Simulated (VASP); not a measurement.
Crystal: C.

```
C
1.0
     1.22805   -2.12706    0.00000
     1.22805    2.12706    0.00000
     0.00000    0.00000    7.17327
C
4
Cartesian
  1.2280 1.7724 5.4025
  1.2280 -0.3547 1.7708
  1.2280 -1.7724 1.7708
  1.2280 0.3547 5.4025
```

Base run:

```yaml
Program: VASP 6.6.1
Functional: PBE
Potentials_or_basis: VASP PAW PBE potentials, release 64 (C)
Cutoff: 520 eV
k_mesh: 12 × 12 × 4
Occupations: gaussian, width 0.1 eV
Spin: no spin polarisation
```

Its results: band gap on the k mesh 0.02 eV; pressure 4.2 GPa; largest force 0.025 eV/Å.

Q: The run is repeated on the same cell with these changes: k mesh from 12 × 12 × 4 to 6 × 6 × 2, shifted. What comes out?

A: Band gap on the k mesh 2.10 eV; pressure 4.1 GPa; largest force 0.025 eV/Å.

Caveats: this functional lacks dispersion, which binds the layers, so the pressure and a relaxed spacing across them are unreliable.

A k mesh can miss the band edges.
